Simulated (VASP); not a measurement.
# LiBe16 (a cell with a defect) in VASP: relaxation of the atoms with PBEsol

Aim: the relaxation of the atoms of LiBe16 (a cell with a defect) with PBEsol.

Program: VASP 6.6.1. These are calculated values, not measurements. Logs are shortened: lines on timing, memory, paths and dates and some standing lists are left out, and cuts for length are marked.

**1. The cell of the first run**

The cell holds a defect, 17 atoms: a = 4.580 Å, b = 3.966 Å, c = 7.177 Å, α = 90.00°, β = 90.00°, γ = 90.00°.

**2. Relaxation of the atoms, PBEsol**

The input, INCAR:

```
SYSTEM = LiBe16
ALGO     = Normal         ! electronic algorithm
EDIFF    = 1E-6           ! SCF threshold, eV
EDIFFG   = -0.08          ! ionic threshold
ENCUT    = 520            ! plane-wave cutoff, eV
GGA      = PS             ! functional
IBRION   = 2              ! ionic algorithm
ISIF     = 2              ! what is computed and relaxed
ISMEAR   = -1             ! smearing method
LASPH    = .True.         ! aspherical terms in the spheres
LCHARG   = .False.        ! write CHGCAR
LREAL    = Auto         
LWAVE    = .False.        ! write WAVECAR
NELM     = 80             ! most SCF steps
NSW      = 45             ! ionic steps
PREC     = Accurate       ! precision mode
SIGMA    = 0.15           ! smearing width, eV
```

The input, KPOINTS:

```
k-points
0
Gamma
  2 3 2
  0 0 0
```

The input, POSCAR:

```
LiBe16
1.0
   -2.2900000000     -3.9663960000      0.0000000000
    3.4350000000     -1.9831980000      0.0000000000
    0.0000000000      0.0000000000      7.1768600000
Be Li
16 1
Direct
    0.7500000000      0.5000000000      0.0000000000
    0.5000000000      0.3333333000      0.2500000000
    0.7500000000      0.5000000000      0.5000000000
    0.5000000000      0.3333333000      0.7500000000
    0.5000000000      0.0000000000      0.0000000000
    0.2500000000      0.8333333000      0.2500000000
    0.5000000000      0.0000000000      0.5000000000
    0.2500000000      0.8333333000      0.7500000000
    0.2500000000      0.5000000000      0.0000000000
    0.0000000000      0.3333333000      0.2500000000
    0.2500000000      0.5000000000      0.5000000000
    0.0000000000      0.3333333000      0.7500000000
    0.0000000000      0.0000000000      0.0000000000
    0.7500000000      0.8333333000      0.2500000000
    0.0000000000      0.0000000000      0.5000000000
    0.7500000000      0.8333333000      0.7500000000
    0.7359989000      0.1720046000      0.6228063000
```

Potentials or basis: VASP PAW PBE potentials, release 64 (Be, Li_sv).

Run with:

```
$ cat potpaw_PBE.64/Be/POTCAR potpaw_PBE.64/Li_sv/POTCAR > POTCAR
$ mpirun -np 1 vasp_std > vasp.out
```

OUTCAR:

```text
SYSTEM = LiBe16
   EDIFF = 1E-6
   EDIFFG = -0.08
   ENCUT = 520
   GGA = PS
   IBRION = 2
   ISIF = 2
   ISMEAR = -1
   LASPH = .True.
   LREAL = Auto
   NELM = 80
   NSW = 45
   PREC = Accurate

 ion  position               nearest neighbor table
   1  0.750  0.500  0.000-  14 2.23  16 2.23   2 2.23   4 2.23  10 2.23  12 2.23   9 2.29  13 2.29
                             5 2.29   9 2.29  13 2.29   5 2.29
   2  0.500  0.333  0.250-   5 2.23   7 2.23   1 2.23   3 2.23   9 2.23  11 2.23  10 2.29  14 2.29
                             6 2.29  10 2.29  14 2.29   6 2.29
   3  0.750  0.500  0.500-  17 1.57  16 2.23  14 2.23   4 2.23   2 2.23  12 2.23  10 2.23  11 2.29
                            15 2.29   7 2.29  11 2.29  15 2.29   7 2.29
   4  0.500  0.333  0.750-  17 1.55   7 2.23   5 2.23   3 2.23   1 2.23  11 2.23   9 2.23  16 2.29
                            12 2.29   8 2.29  12 2.29  16 2.29   8 2.29
   5  0.500  0.000  0.000-   2 2.23   4 2.23   6 2.23   8 2.23  14 2.23  16 2.23   1 2.29  13 2.29
                             9 2.29  13 2.29   9 2.29   1 2.29
   6  0.250  0.833  0.250-   9 2.23  11 2.23   5 2.23   7 2.23  13 2.23  15 2.23  14 2.29   2 2.29
                            10 2.29  14 2.29  10 2.29   2 2.29
   7  0.500  0.000  0.500-  17 1.55   4 2.23   2 2.23   8 2.23   6 2.23  16 2.23  14 2.23   3 2.29
                            15 2.29  11 2.29  15 2.29  11 2.29   3 2.29
   8  0.250  0.833  0.750-   9 2.23  11 2.23   5 2.23   7 2.23  13 2.23  15 2.23   4 2.29  16 2.29
                            12 2.29  16 2.29  12 2.29   4 2.29
   9  0.250  0.500  0.000-   6 2.23   8 2.23  10 2.23  12 2.23   2 2.23   4 2.23   1 2.29   5 2.29
                            13 2.29   1 2.29  13 2.29   5 2.29
  10  0.000  0.333  0.250-  13 2.23  15 2.23   9 2.23  11 2.23   1 2.23   3 2.23   2 2.29   6 2.29
                            14 2.29   2 2.29  14 2.29   6 2.29
  11  0.250  0.500  0.500-   6 2.23   8 2.23  10 2.23  12 2.23   2 2.23   4 2.23   7 2.29   3 2.29
                            15 2.29   3 2.29  15 2.29   7 2.29
  12  0.000  0.333  0.750-  17 1.64  15 2.23  13 2.23  11 2.23   9 2.23   3 2.23   1 2.23   8 2.29
                             4 2.29  16 2.29   4 2.29  16 2.29   8 2.29
  13  0.000  0.000  0.000-  10 2.23  12 2.23  14 2.23  16 2.23   6 2.23   8 2.23   5 2.29   9 2.29
                             1 2.29   5 2.29   9 2.29   1 2.29
  14  0.750  0.833  0.250-   1 2.23   3 2.23  13 2.23  15 2.23   5 2.23   7 2.23   6 2.29  10 2.29
                             2 2.29   6 2.29  10 2.29   2 2.29
  15  0.000  0.000  0.500-  17 1.64  12 2.23  10 2.23  16 2.23  14 2.23   8 2.23   6 2.23   7 2.29
                            11 2.29   3 2.29   7 2.29  11 2.29   3 2.29
  16  0.750  0.833  0.750-  17 1.63   3 2.23   1 2.23  15 2.23  13 2.23   7 2.23   5 2.23  12 2.29
                             8 2.29   4 2.29   8 2.29  12 2.29   4 2.29
  17  0.736  0.172  0.623-   7 1.55   4 1.55   3 1.57  16 1.63  15 1.64  12 1.64

  LATTYP: Found a simple orthorhombic cell.
 ALAT       =     3.9663962620
 B/A-ratio  =     1.1547004875
 C/A-ratio  =     1.8094157835

  Lattice vectors:

 A1 = (  -3.4350000000,   1.9831980000,   0.0000000000)
 A2 = (  -2.2900000000,  -3.9663960000,   0.0000000000)
 A3 = (   0.0000000000,   0.0000000000,   7.1768600000)

Analysis of symmetry for initial positions (statically):
=====================================================================
 Subroutine PRICEL returns:
 Original cell was already a primitive cell.

 Routine SETGRP: Setting up the symmetry group for a
 simple orthorhombic supercell.

 Subroutine GETGRP returns: Found  1 space group operations
 (whereof  1 operations were pure point group operations)
 out of a pool of  8 trial point group operations.

The static configuration has the point symmetry C_1 .

Analysis of symmetry for dynamics (positions and initial velocities):
=====================================================================
 Subroutine PRICEL returns:
 Original cell was already a primitive cell.

 Routine SETGRP: Setting up the symmetry group for a
 simple orthorhombic supercell.

 Subroutine GETGRP returns: Found  1 space group operations
 (whereof  1 operations were pure point group operations)
 out of a pool of  8 trial point group operations.

The dynamic configuration has the point symmetry C_1 .

 Subroutine INISYM returns: Found  1 space group operations
 (whereof  1 operations are pure point group operations),
 and found     1 'primitive' translations

----------------------------------------------------------------------------------------

                                     Primitive cell

  volume of cell :     130.3755

  direct lattice vectors                    reciprocal lattice vectors
    -2.290000000 -3.966396000  0.000000000    -0.109170306 -0.189088533  0.000000000
     3.435000000 -1.983198000  0.000000000     0.218340611 -0.126059022  0.000000000
     0.000000000  0.000000000  7.176860000     0.000000000  0.000000000  0.139336702

  length of vectors
     4.579999697  3.966396262  7.176860000     0.218340626  0.252118027  0.139336702

  position of ions in fractional coordinates (direct lattice)
     0.750000000  0.500000000  0.000000000
[... 53 lines left out ...]
     0.109170313  0.084039342  0.069668351

  Shift w.r.t. Gamma in fractional coordinates (k-lattice)
     0.000000000  0.000000000  0.000000000

 Subroutine IBZKPT returns following result:
 ===========================================

 Found      8 irreducible k-points:

 Following reciprocal coordinates:
            Coordinates               Weight
  0.000000  0.000000  0.000000      1.000000
  0.500000  0.000000  0.000000      1.000000
  0.000000  0.333333  0.000000      2.000000
  0.500000  0.333333  0.000000      2.000000
  0.000000  0.000000  0.500000      1.000000
  0.500000  0.000000  0.500000      1.000000
  0.000000  0.333333  0.500000      2.000000
  0.500000  0.333333  0.500000      2.000000
   k-points           NKPTS =      8   k-points in BZ     NKDIM =      8   number of bands    NBANDS=     26
   number of dos      NEDOS =    301   number of ions     NIONS =     17
   total plane-waves  NPLWV =  58320
   dimension x,y,z NGX =    36 NGY =   30 NGZ =   54
   dimension x,y,z NGXF=    72 NGYF=   60 NGZF=  108
   ions per type =              16   1
   NGX,Y,Z   is equivalent  to a cutoff of  13.07, 12.57, 12.51 a.u.
   NGXF,Y,Z  is equivalent  to a cutoff of  26.13, 25.15, 25.02 a.u.
 SYSTEM =  LiBe16
   PREC   = accura    normal or accurate (medium, high low for compatibility)
   ISTART =      0    job   : 0-new  1-cont  2-samecut
   ICHARG =      2    charge: 1-file 2-atom 10-const
   ISPIN  =      1    spin polarized calculation?
   LNONCOLLINEAR =      F non collinear calculations
   LSORBIT =      F    spin-orbit coupling
   LASPH  =      T    aspherical Exc in radial PAW
   ENCUT  =  520.0 eV  38.22 Ry    6.18 a.u.   8.52  7.37 13.34*2*pi/ulx,y,z
   NELM   =     80;   NELMIN=  2; NELMDL= -5     # of ELM steps
   EDIFF  = 0.1E-05   stopping-criterion for ELM
   LREAL  =      T    real-space projection
   EDIFFG = -.8E-01   stopping-criterion for IOM
   NSW    =     45    number of steps for IOM
   IBRION =      2    ionic relax: 0-MD 1-quasi-New 2-CG
   NFREE  =      1    steps in history (QN), initial steepest desc. (CG)
   ISIF   =      2    stress and relaxation
   ISYM   =      2    0-nonsym 1-usesym 2-fastsym
   POTIM  = 0.5000    time-step for ionic-motion
   TEBEG  =    0.0;   TEEND  =   0.0 temperature during run
   PSTRESS=    0.0 pullay stress
   NELECT =      35.0000    total number of electrons
   NUPDOWN=      -1.0000    fix difference up-down
   EMIN   =  10.00;   EMAX   =-10.00  energy-range for DOS
   EFERMI =   0.00;   METHOD = LEGACY
   ISMEAR =    -1;   SIGMA  =   0.15  broadening in eV -4-tet -1-fermi 0-gaus
   EFERMI_NEDOS =   21; number of points for ismear=-14 and -15
   IALGO  =     38    algorithm
   IMIX   =      4    mixing-type and parameters
     AMIX     =   0.40;   BMIX     =  1.00
     AMIX_MAG =   1.60;   BMIX_MAG =  1.00
  volume/ion in A,a.u.               =       7.67        51.75
  Fermi-wavevector in a.u.,A,eV,Ry     =   1.056085  1.995711 15.174786  1.115315
  Thomas-Fermi vector in A             =   2.191307
   LORBIT       =      0    0 simple, 1 ext, 2 COOP (PROOUT), +10 PAW based schemes
   GGA     = PS    functional components
   LHFCALC =     F    Hartree Fock is set to
   AEXX    =    0.0000 exact exchange contribution
   IVDW    =     0    specifies the selected vdW correction
   LEPSILON=     F    determine dielectric tensor
   LRPA    =     F    only Hartree local field effects (RPA)
 conjugate gradient relaxation of ions
 non-spin polarized calculation
  energy-cutoff  :      520.00
  volume of cell :      130.38
 maximum number of plane-waves:      3536
 NGX is ok and might be reduce to    36
   NGX = 17   NGY = 15   NGZ = 27

--------------------------------------- Ionic step        1  -------------------------------------------

 number of electron      35.0000003 magnetization

 Free energy of the ion-electron system (eV)
  ---------------------------------------------------
  ext. energy  EPLUGINS =         0.00000000
  ---------------------------------------------------
  free energy    TOTEN  =       -56.48795989 eV

  energy without entropy =      -56.23887090  energy(sigma->0) =      -56.36341540

------------------------ aborting loop because EDIFF is reached ----------------------------------------

  FORCE on cell =-STRESS in cart. coord.  units (eV):
  Direction    XX          YY          ZZ          XY          YZ          ZX
  --------------------------------------------------------------------------------------
  -------------------------------------------------------------------------------------
  Total       10.2901167      7.4079814     15.7579885     -2.6427383     -0.9462367      1.7431246
  in kB      126.4546660     91.0362677    193.6490353    -32.4764625    -11.6282498     21.4211601
  external PRESSURE =     137.0466563 kB  Pullay stress =       0.0000000 kB
[... 134 lines left out ...]
  FREE ENERGIE OF THE ION-ELECTRON SYSTEM (eV)
  ---------------------------------------------------
  free  energy   TOTEN  =       -59.8329153241 eV

  energy  without entropy=      -59.5768037622  energy(sigma->0) =      -59.70485954

[... ionic steps 4 to 14 ...]

--------------------------------------- Ionic step       15  -------------------------------------------

 number of electron      34.9999997 magnetization

------------------------ aborting loop because EDIFF is reached ----------------------------------------
[... 97 lines left out ...]
--------------------------------------- Ionic step       17  -------------------------------------------

 number of electron      34.9999998 magnetization

 Free energy of the ion-electron system (eV)
  ---------------------------------------------------
  ext. energy  EPLUGINS =         0.00000000
  ---------------------------------------------------
  free energy    TOTEN  =       -60.60237191 eV

  energy without entropy =      -60.38461934  energy(sigma->0) =      -60.49349563

 E-fermi :   7.2802     XC(G=0): -10.6566

 val. band max:        7.2213422775   @ k =   0.5000   0.0000   0.0000
 cond. band min:       7.3354773397   @ k =   0.0000   0.0000   0.0000
 fundamental gap:      0.1141350623
 Fermi energy:         7.2802344013

 k-point     1 :       0.0000    0.0000    0.0000
  band No.  band energies     occupation
      1     -38.4474      2.00000
      2      -4.0958      2.00000
      3      -2.1904      2.00000
      4      -1.7225      2.00000
      5       0.9626      2.00000
      6       1.0952      2.00000
[... 265 lines left out ...]
  FREE ENERGIE OF THE ION-ELECTRON SYSTEM (eV)
  ---------------------------------------------------
  free  energy   TOTEN  =       -60.6023719138 eV

  energy  without entropy=      -60.3846193418  energy(sigma->0) =      -60.49349563

 reached required accuracy - stopping structural energy minimisation
```

Wall time 6.2 min (1 thread of Intel Xeon Platinum 8488C (Sapphire Rapids), shared host); peak memory 0.24 GiB.

What came out:

| Property | Result |
| --- | --- |
| Free energy | -60.6024 eV |
| Energy gained by relaxing | 242.0 meV/atom |
| Ionic steps | 17 |
| Largest force after relaxing | 0.065 eV/Å |
| Band gap on the k mesh | zero (an odd number of electrons rules out a gap without spin polarisation) |

Forces in eV/Å, atoms in the order of the input:
```
Be  -0.017  0.009  0.054
Be   0.023  0.003  0.045
Be  -0.060  0.006  0.006
Be   0.030  0.028  0.007
Be  -0.002  0.019 -0.042
Be  -0.006 -0.010  0.010
Be   0.009  0.053 -0.016
Be  -0.009  0.007 -0.051
Be  -0.003 -0.010 -0.015
Be   0.021 -0.019  0.026
Be   0.003 -0.002  0.046
Be  -0.033  0.002 -0.018
Be  -0.019  0.002 -0.026
Be   0.008 -0.007 -0.049
Be   0.015 -0.038  0.008
Be   0.043 -0.046  0.013
Li  -0.004  0.002  0.002
```

The path:
```tsv
step	energy change (eV)	largest force (eV/Å)	pressure (GPa)
1	0.0000	5.1987	13.70
2	-3.2863	1.2105	11.48
3	-3.3450	1.5534	12.06
4	-3.6814	0.5736	11.76
5	-3.7348	0.8644	11.88
6	-3.9044	0.5063	11.95
7	-3.9576	0.8266	12.23
8	-4.0329	0.5279	12.41
9	-4.0336	0.4315	12.38
10	-4.0750	0.2409	12.37
11	-4.0801	0.2718	12.41
12	-4.0976	0.1397	12.50
13	-4.1012	0.2060	12.59
14	-4.1111	0.1320	12.76
15	-4.1112	0.1447	12.78
16	-4.1143	0.0870	12.84
17	-4.1144	0.0649	12.83
```

Final structure:
```
Be Li
1.0
    -2.29000   -3.96640    0.00000
     3.43500   -1.98320    0.00000
     0.00000    0.00000    7.17686
Be Li
16 1
Direct
  0.74942 0.48810 0.01288
  0.49119 0.34683 0.26436
  0.75363 0.57053 0.48647
  0.46386 0.38460 0.79373
  0.49112 0.98756 0.98659
  0.24752 0.83684 0.22261
  0.46256 0.94619 0.45587
  0.25216 0.88587 0.71966
  0.24791 0.49620 0.02674
  0.00865 0.34439 0.26191
  0.25238 0.44736 0.53031
  0.03273 0.37553 0.78911
  0.00852 0.98991 0.98830
  0.74970 0.84733 0.23744
  0.03471 0.95783 0.46018
  0.75221 0.76652 0.76393
  0.73772 0.16709 0.62272
```

Caveat: the k points lie up to 0.69 Å⁻¹ apart, too coarse for converged energies and pressures of a metal; the cutoff is under 1.25 times the usual one of these potentials, so pressure, stress and relaxed cells hold a basis-set (Pulay) error; the PAW data sets were made with another functional, which shifts forces and pressure a little; the relaxation stopped at a loose force limit of 0.08 eV/Å, so its end isn't a converged minimum.
